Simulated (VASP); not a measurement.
The system is NdHf.

```
Nd Hf
1.0
    -2.21246    2.21246    2.82313
     2.21246   -2.21246    2.82313
     2.21246    2.21246   -2.82313
Nd Hf
1 1
Cartesian
  0.0000 0.0000 3.9113
  0.0000 0.0000 0.7226
```

The cell was generated, and may not be a known phase.

| Item | Value |
| --- | --- |
| Program | VASP 6.6.1 |
| Task | relaxation of cell and atoms |
| Functional | PBE |
| Potentials or basis | VASP PAW PBE potentials, release 64 (Nd_3, Hf_pv), 4f in core |
| Cutoff | 500 eV |
| k mesh | 6 × 6 × 6 |
| Occupations | gaussian, width 0.2 eV |
| Spin | no spin polarisation |

At the start: pressure 7.8 GPa; volume 27.64 Å³/atom.

How do energy, volume and symmetry change on relaxing?

Over 8 steps the energy falls by 444.3 meV/atom and the volume is 30.26 Å³/atom (+9.5 %); space group I4mm (No. 107, to 0.1 Å) before, Fm-3m (No. 225, to 0.1 Å).

The path:
```csv
step,energy change (eV),largest force (eV/Å),pressure (GPa),volume (Å³)
1,0.0000,4.2255,7.84,55.28
2,-0.7785,0.1035,-2.55,65.97
3,-0.8617,0.4023,-0.80,61.93
4,-0.8625,0.3382,-0.99,62.26
5,-0.8624,0.3644,-0.91,62.12
6,-0.8803,0.2376,0.02,60.73
7,-0.8840,0.1353,0.74,59.76
8,-0.8886,0.0142,0.17,60.53
```

Final structure:
```
CELL_PARAMETERS angstrom
-2.20539 2.20539 3.11107
2.20539 -2.20539 3.11107
2.20539 2.20539 -3.11107
ATOMIC_POSITIONS crystal
Nd 0.66059 0.66059 0.00000
Hf 0.16012 0.16012 0.00000
```
